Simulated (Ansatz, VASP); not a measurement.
SbSe5: VASP beside Ansatz

INCAR

```
SYSTEM = SbSe5
  PREC = Accurate
  ENCUT = 500
  EDIFF = 1E-6
  ISMEAR = 0
  SIGMA = 0.1
  LREAL = .False.
  LASPH = .True.
  NELM = 120
  ALGO = Normal
  ISIF = 2
  LWAVE = .False.
  LCHARG = .False.
  GGA = PE
  NBANDS = 26
  GGA_COMPAT = .False.
```

The input KPOINTS:

```
Automatic mesh
0
Gamma
  3 3 3
  0 0 0
```

File POSCAR:

```
SbSe5
1.0
    3.7006915544      2.1365952651      3.6769687147
   -3.7006915544      2.1365952651      3.6769687147
    0.0000000000     -4.2731905303      3.6769687147
Sb Se
1 5
Direct
    0.5000000000      0.5000000000      0.5000000000
    0.5000000000      0.5000000000      0.0000000000
    0.0000000000      0.5000000000      0.5000000000
    0.5000000000      0.0000000000      0.5000000000
    0.1949701059      0.1949701059      0.1949701059
    0.8050298941      0.8050298941      0.8050298941
```

Input for Ansatz:

```yaml
crystal:
  lattice:
    - [3.7006915544, 2.1365952651, 3.6769687147]
    - [-3.7006915544, 2.1365952651, 3.6769687147]
    - [0.0, -4.2731905303, 3.6769687147]
  atoms:
    - { symbol: Sb, position: [0.5, 0.5, 0.5] }
    - { symbol: Se, position: [0.5, 0.5, 0.0] }
    - { symbol: Se, position: [0.0, 0.5, 0.5] }
    - { symbol: Se, position: [0.5, 0.0, 0.5] }
    - { symbol: Se, position: [0.1949701059, 0.1949701059, 0.1949701059] }
    - { symbol: Se, position: [0.8050298941, 0.8050298941, 0.8050298941] }
basis:
  ecutwfc: 420
kpoints:
  mp_grid: { grid: [3, 3, 3] }
hamiltonian:
  xc: pbe
scf:
  occupations: { method: gaussian, width: 0.1 }
  lower_state_search: "off"
output:
  forces: true
  stress: true
  eigenvalues: true
```

Alike in both runs: task single point; functional PBE; k mesh 3 × 3 × 3; occupations gaussian, width 0.1 eV; no spin polarisation.

|  | VASP | Ansatz |
| --- | --- | --- |
| version | VASP 6.6.1 | Ansatz 0.2.0 |
| potentials or method | VASP PAW PBE potentials, release 64 (Sb, Se), cutoff 500 eV | scalar-relativistic, plane waves, PAW |
| valence electrons in the cell | 35 | 95 |

```tsv
	VASP	Ansatz	Ansatz less VASP
gap on the k mesh at the Fermi level (eV)	none	none	-
pressure (GPa)	0.3	0.3	+0.02
traceless stress, the component that is largest in VASP (GPa)	-0.42	-0.40	+0.015
rms of the force components (eV/Å)	0.010	0.009	-0.0010
```

Atom by atom the forces differ by 0.001 eV/Å (rms over components). A gap of «none» marks a metal or a gap that the smearing closes. VASP's potentials hold 35 valence electrons a cell and Ansatz's 95, so a difference there can come from the potentials and not from the codes.

The k mesh is coarse, so the values compare programs but aren't converged. Neither program's run includes spin-orbit coupling.
